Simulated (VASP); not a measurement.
BiB: single point with PBEsol

BiB:

```
B Bi
1.0
     0.00000    5.25367    5.25367
     5.25367    0.00000    5.25367
     5.25367    5.25367    0.00000
B Bi
8 8
Direct
  0.98583 0.98427 0.02997
  0.99405 0.95642 0.51926
  0.96968 0.49808 0.03589
  0.97880 0.52252 0.50220
  0.53309 0.99814 0.98852
  0.49368 0.99988 0.50302
  0.47312 0.55027 0.00596
  0.51775 0.50165 0.50597
  0.25235 0.25394 0.24081
  0.25868 0.24271 0.75363
  0.26934 0.74915 0.24208
  0.24470 0.74886 0.75329
  0.74408 0.25009 0.24839
  0.73335 0.25661 0.75147
  0.75248 0.73941 0.26069
  0.74514 0.74573 0.75066
```

```yaml
Program: VASP 6.6.1
Task: single point
Functional: PBEsol
Potentials_or_basis: VASP PAW PBE potentials, release 64 (B, Bi_d)
Cutoff: 520 eV
k_mesh: 2 × 2 × 2
Occupations: fermi-dirac, width 0.112 eV
Spin: no spin polarisation
Dipole_correction: no
Further_INCAR_settings: LREAL = Auto; ALGO = Normal; EDIFF = 1e-06; NBANDS = 86
```

| Item | Value |
| --- | --- |
| Pressure | 0.9 GPa |
| Largest force | 1.439 eV/Å |
| Band gap on the k mesh | zero (bands 72 and 73 overlap by 1.33 eV) |

Forces in eV/Å, atoms in the order of the input:
```
B   -0.296 -0.155  0.503
B   -0.044 -0.300  0.792
B   -0.797  0.091  0.370
B   -0.642  0.569 -0.050
B    0.077 -0.358 -0.413
B   -0.002 -0.170  0.130
B   -1.372  0.038 -0.432
B   -0.153 -0.485 -0.445
Bi   0.507  0.130 -0.090
Bi   0.174 -0.197 -0.178
Bi   1.330  0.102 -0.257
Bi   0.422 -0.027 -0.181
Bi   0.152  0.291 -0.334
Bi  -0.068  0.638  0.407
Bi   0.471 -0.322  0.298
Bi   0.241  0.154 -0.121
```

Stress tensor (GPa, compression positive):
```
 1.27  0.07 -0.01
 0.07  0.52 -0.39
-0.01 -0.39  1.05
```

Levels at points of the mesh, in eV from the Fermi level:
```tsv
k point	band 70	band 71	band 72	band 73	band 74	band 75
(0.00, 0.00, 0.00)	0.83	0.89	0.94	0.96	1.06	1.10
(0.50, 0.00, 0.00)	-0.67	-0.57	-0.53	-0.38	-0.25	-0.04
(0.00, 0.50, 0.00)	-0.70	-0.62	-0.54	-0.38	-0.32	0.05
(0.00, 0.00, 0.50)	-0.71	-0.64	-0.57	-0.33	-0.30	0.21
(0.50, 0.50, 0.50)	-0.73	-0.66	-0.52	-0.30	-0.21	0.04
(0.50, 0.50, 0.00)	-0.43	0.02	0.16	0.23	0.52	0.86
(0.00, 0.50, 0.50)	-0.41	0.01	0.11	0.35	0.48	1.00
(0.50, 0.00, 0.50)	-0.33	0.14	0.20	0.23	0.41	1.02
```

Wall time 13 min on 1 thread of Oxide Virtual Turin-like Processor, on a shared host, peak memory 0.43 GiB.

Caveat: the k points lie up to 0.52 Å⁻¹ apart, too coarse for converged energies and pressures of a metal; the atoms stand as in a frame of molecular dynamics; the structure was generated, so it needn't be the stable form of BiB; the PAW data sets were made with another functional, which shifts forces and pressure a little; spin-orbit coupling is left out, which moves the levels of the heavy elements.
